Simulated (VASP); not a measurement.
# Rh (Fm-3m) in VASP: single point with LDA

Aim: the single point of Rh with LDA.

Everything below comes from runs of VASP 6.6.1. Logs are shortened: lines on timing, memory, paths and dates and some standing lists are left out, and cuts for length are marked.

### 1 The cell of the first run

The structure is cubic, space group Fm-3m (No. 225). The conventional cell has a = 3.796 Å, b = 3.796 Å, c = 3.796 Å, α = 90.00°, β = 90.00°, γ = 90.00°. Within 3.5 Å of Rh (site symmetry m-3m) lie 12 Rh at 2.68 Å.

### 2 Single point, LDA

INCAR

```
PREC     = Accurate       # precision mode
ENCUT    = 500            # plane-wave cutoff, eV
EDIFF    = 1E-6           # SCF threshold, eV
ISMEAR   = -1             # smearing method
SIGMA    = 0.1            # smearing width, eV
LREAL    = F              # projectors in reciprocal space
LASPH    = T              # aspherical terms in the spheres
NELM     = 120            # most SCF steps
ALGO     = Normal         # electronic algorithm
ISIF     = 2              # what is computed and relaxed
LWAVE    = F              # write WAVECAR
LCHARG   = T              # write CHGCAR
GGA      = CA             # functional
LELF     = T              # ELF
LVHAR    = T            
NBANDS   = 14             # bands
GGA_COMPAT= F
```

KPOINTS

```
Automatic mesh
0
Gamma
  8 8 8
```

POSCAR

```
Rh
1.0
    0.0000000000      1.8978500000      1.8978500000
    1.8978500000      0.0000000000      1.8978500000
    1.8978500000      1.8978500000      0.0000000000
Rh
1
Direct
    0.0000000000      0.0000000000      0.0000000000
```

Potentials or basis: VASP PAW LDA potentials, release 64 (Rh_pv).

Started as:

```bash
cat potpaw_LDA.64/Rh_pv/POTCAR > POTCAR
mpirun -np 1 vasp_std > vasp.out
```

OUTCAR:

```text
PREC = Accurate
   ENCUT = 500
   EDIFF = 1E-6
   ISMEAR = -1
   LREAL = F
   LASPH = T
   NELM = 120
   ISIF = 2
   GGA = CA

 ion  position               nearest neighbor table
   1  0.000  0.000  0.000-

  LATTYP: Found a face centered cubic cell.
 ALAT       =     3.7957000000

  Lattice vectors:

 A1 = (   0.0000000000,   1.8978500000,   1.8978500000)
 A2 = (   1.8978500000,   0.0000000000,   1.8978500000)
 A3 = (   1.8978500000,   1.8978500000,   0.0000000000)

Analysis of symmetry for initial positions (statically):
=====================================================================
 Subroutine PRICEL returns:
 Original cell was already a primitive cell.

 Routine SETGRP: Setting up the symmetry group for a
 face centered cubic supercell.

 Subroutine GETGRP returns: Found 48 space group operations
 (whereof 48 operations were pure point group operations)
 out of a pool of 48 trial point group operations.

The static configuration has the point symmetry O_h .

Analysis of symmetry for dynamics (positions and initial velocities):
=====================================================================
 Subroutine PRICEL returns:
 Original cell was already a primitive cell.

 Routine SETGRP: Setting up the symmetry group for a
 face centered cubic supercell.

 Subroutine GETGRP returns: Found 48 space group operations
 (whereof 48 operations were pure point group operations)
 out of a pool of 48 trial point group operations.

The dynamic configuration has the point symmetry O_h .

 Subroutine INISYM returns: Found 48 space group operations
 (whereof 48 operations are pure point group operations),
 and found     1 'primitive' translations

----------------------------------------------------------------------------------------

                                     Primitive cell

  volume of cell :      13.6715

  direct lattice vectors                    reciprocal lattice vectors
     0.000000000  1.897850000  1.897850000    -0.263456016  0.263456016  0.263456016
     1.897850000  0.000000000  1.897850000     0.263456016 -0.263456016  0.263456016
     1.897850000  1.897850000  0.000000000     0.263456016  0.263456016 -0.263456016

  length of vectors
     2.683965209  2.683965209  2.683965209     0.456319205  0.456319205  0.456319205

  position of ions in fractional coordinates (direct lattice)
     0.000000000  0.000000000  0.000000000

  ion indices of the primitive-cell ions
   primitive index   ion index
                 1           1

----------------------------------------------------------------------------------------

 KPOINTS: Automatic mesh

Automatic generation of k-mesh.
 Grid dimensions read from file:
 generate k-points for:    8    8    8

 Generating k-lattice:

  Cartesian coordinates                     Fractional coordinates (reciprocal lattice)
    -0.032932002  0.032932002  0.032932002     0.125000000  0.000000000  0.000000000
     0.032932002 -0.032932002  0.032932002     0.000000000  0.125000000  0.000000000
     0.032932002  0.032932002 -0.032932002     0.000000000  0.000000000  0.125000000

  Length of vectors
     0.057039901  0.057039901  0.057039901

  Shift w.r.t. Gamma in fractional coordinates (k-lattice)
     0.000000000  0.000000000  0.000000000

 Subroutine IBZKPT returns following result:
 ===========================================

 Found     29 irreducible k-points:

 Following reciprocal coordinates:
            Coordinates               Weight
  0.000000  0.000000  0.000000      1.000000
  0.125000  0.000000  0.000000      8.000000
  0.250000  0.000000  0.000000      8.000000
  0.375000  0.000000  0.000000      8.000000
  0.500000  0.000000  0.000000      4.000000
  0.125000  0.125000  0.000000      6.000000
[... 16 lines left out ...]
  0.500000  0.250000  0.125000     48.000000
 -0.375000  0.250000  0.125000     24.000000
 [... further k-points ...]
   k-points           NKPTS =     29   k-points in BZ     NKDIM =     29   number of bands    NBANDS=     14
   number of dos      NEDOS =    301   number of ions     NIONS =      1
   total plane-waves  NPLWV =   8000
   dimension x,y,z NGX =    20 NGY =   20 NGZ =   20
   dimension x,y,z NGXF=    40 NGYF=   40 NGZF=   40
   ions per type =               1
   NGX,Y,Z   is equivalent  to a cutoff of  12.39, 12.39, 12.39 a.u.
   NGXF,Y,Z  is equivalent  to a cutoff of  24.78, 24.78, 24.78 a.u.
 SYSTEM =  unknown system
   PREC   = accura    normal or accurate (medium, high low for compatibility)
   ISTART =      0    job   : 0-new  1-cont  2-samecut
   ICHARG =      2    charge: 1-file 2-atom 10-const
   ISPIN  =      1    spin polarized calculation?
   LNONCOLLINEAR =      F non collinear calculations
   LSORBIT =      F    spin-orbit coupling
   LASPH  =      T    aspherical Exc in radial PAW
   ENCUT  =  500.0 eV  36.75 Ry    6.06 a.u.   4.89  4.89  4.89*2*pi/ulx,y,z
   NELM   =    120;   NELMIN=  2; NELMDL= -5     # of ELM steps
   EDIFF  = 0.1E-05   stopping-criterion for ELM
   LREAL  =      F    real-space projection
   EDIFFG = 0.1E-04   stopping-criterion for IOM
   NSW    =      0    number of steps for IOM
   IBRION =     -1    ionic relax: 0-MD 1-quasi-New 2-CG
   NFREE  =      0    steps in history (QN), initial steepest desc. (CG)
   ISIF   =      2    stress and relaxation
   ISYM   =      2    0-nonsym 1-usesym 2-fastsym
   POTIM  = 0.5000    time-step for ionic-motion
   TEBEG  =    0.0;   TEEND  =   0.0 temperature during run
   PSTRESS=    0.0 pullay stress
   NELECT =      15.0000    total number of electrons
   NUPDOWN=      -1.0000    fix difference up-down
   EMIN   =  10.00;   EMAX   =-10.00  energy-range for DOS
   EFERMI =   0.00;   METHOD = LEGACY
   ISMEAR =    -1;   SIGMA  =   0.10  broadening in eV -4-tet -1-fermi 0-gaus
   EFERMI_NEDOS =   21; number of points for ismear=-14 and -15
   IALGO  =     38    algorithm
   IMIX   =      4    mixing-type and parameters
     AMIX     =   0.40;   BMIX     =  1.00
     AMIX_MAG =   1.60;   BMIX_MAG =  1.00
  volume/ion in A,a.u.               =      13.67        92.26
  Fermi-wavevector in a.u.,A,eV,Ry     =   1.688496  3.190795 38.790465  2.851019
  Thomas-Fermi vector in A             =   2.770792
   LORBIT       =      0    0 simple, 1 ext, 2 COOP (PROOUT), +10 PAW based schemes
   GGA     = CA    functional components
   LHFCALC =     F    Hartree Fock is set to
   AEXX    =    0.0000 exact exchange contribution
   IVDW    =     0    specifies the selected vdW correction
   LEPSILON=     F    determine dielectric tensor
   LRPA    =     F    only Hartree local field effects (RPA)
 non-spin polarized calculation
  energy-cutoff  :      500.00
  volume of cell :       13.67
 maximum number of plane-waves:       360
   NGX =  9   NGY =  9   NGZ =  9

 number of electron      15.0000007 magnetization

 Free energy of the ion-electron system (eV)
  ---------------------------------------------------
  ext. energy  EPLUGINS =         0.00000000
  ---------------------------------------------------
  free energy    TOTEN  =        -8.66700675 eV

  energy without entropy =       -8.61026650  energy(sigma->0) =       -8.63863663

 E-fermi :  11.8620     XC(G=0): -14.3834

 val. band max:       11.8254499745   @ k =  -0.3750   0.2500   0.0000
 cond. band min:      11.9246322345   @ k =   0.3750   0.0000   0.0000
 fundamental gap:      0.0991822600
 Fermi energy:        11.8620331521

 k-point     1 :       0.0000    0.0000    0.0000
  band No.  band energies     occupation
      1     -34.3211      2.00000
      2     -34.3211      2.00000
      3     -34.3211      2.00000
      4       3.7413      2.00000
      5       8.6981      2.00000
      6       8.6981      2.00000
      7       8.6981      2.00000
      8      10.8515      1.99992
      9      10.8515      1.99992
     10      27.7523      0.00000
     11      32.2222      0.00000
     12      33.1951      0.00000
     13      33.1951      0.00000
     14      33.1951      0.00000

 k-point     2 :       0.1250    0.0000    0.0000
  band No.  band energies     occupation
      1     -34.4363      2.00000
      2     -34.3366      2.00000
      3     -34.3366      2.00000
      4       4.3488      2.00000
      5       8.4602      2.00000
      6       8.9167      2.00000
      7       8.9167      2.00000
      8      10.7487      1.99997
      9      10.7487      1.99997
     10      28.5869      0.00000
     11      30.6735      0.00000
     12      32.2237      0.00000
     13      34.1035      0.00000
     14      34.1035      0.00000

 k-point     3 :       0.2500    0.0000    0.0000
  band No.  band energies     occupation
      1     -34.7093      2.00000
      2     -34.3740      2.00000
      3     -34.3740      2.00000
      4       5.5461      2.00000
      5       8.5631      2.00000
      6       9.0720      2.00000
      7       9.0720      2.00000
      8      11.0078      1.99961
      9      11.0078      1.99961
     10      26.9216      0.00000
     11      29.3744      0.00000
     12      32.2226      0.00000
     13      36.2266      0.00000
     14      36.2266      0.00000
[... 324 lines left out ...]
 k-point    23 :       0.5000    0.2500    0.1250
  band No.  band energies     occupation
      1     -34.9184      2.00000
      2     -34.6000      2.00000
      3     -34.4664      2.00000
      4       6.8185      2.00000
      5       7.8766      2.00000
      6       8.3992      2.00000
      7      10.0949      2.00000
      8      11.7103      1.64031
      9      14.9770      0.00000
     10      23.4504      0.00000
     11      27.7139      0.00000
     12      29.5516      0.00000
     13      32.2245      0.00000
     14      34.1890      0.00000

 k-point    24 :      -0.3750    0.2500    0.1250
  band No.  band energies     occupation
      1     -34.9799      2.00000
      2     -34.6265      2.00000
      3     -34.4905      2.00000
      4       6.7466      2.00000
      5       7.6313      2.00000
      6       9.1261      2.00000
      7       9.8046      2.00000
      8      12.2268      0.05080
      9      17.2574      0.00000
     10      20.2501      0.00000
     11      27.9247      0.00000
     12      28.6233      0.00000
     13      32.2245      0.00000
     14      32.9373      0.00000

 [... further k-points ...]
[... 5 lines left out ...]
  --------------------------------------------------------------------------------------
  -------------------------------------------------------------------------------------
  Total       -0.6430852     -0.6430852     -0.6430852     -0.0000000      0.0000000      0.0000000
  in kB      -75.3639094    -75.3639094    -75.3639094     -0.0000000      0.0000000      0.0000000
  external PRESSURE =     -75.3639094 kB  Pullay stress =       0.0000000 kB

 VOLUME and BASIS-vectors are now :
 -----------------------------------------------------------------------------
  energy-cutoff  :      500.00
  volume of cell :       13.67
      direct lattice vectors                 reciprocal lattice vectors
     0.000000000  1.897850000  1.897850000    -0.263456016  0.263456016  0.263456016
     1.897850000  0.000000000  1.897850000     0.263456016 -0.263456016  0.263456016
     1.897850000  1.897850000  0.000000000     0.263456016  0.263456016 -0.263456016

 POSITION                                       TOTAL-FORCE (eV/Angst)
 -----------------------------------------------------------------------------------
      0.00000      0.00000      0.00000         0.000000      0.000000      0.000000
 -----------------------------------------------------------------------------------
    total drift:                               -0.000000     -0.000000     -0.000000

  FREE ENERGIE OF THE ION-ELECTRON SYSTEM (eV)
  ---------------------------------------------------
  free  energy   TOTEN  =        -8.6670067531 eV

  energy  without entropy=       -8.6102665042  energy(sigma->0) =       -8.63863663
```

It took 11 s on 1 thread of AMD EPYC 7R13, shared host; peak memory 0.09 GiB.

What came out:

```yaml
Free_energy: -8.6670 eV
Pressure: -7.5 GPa
```
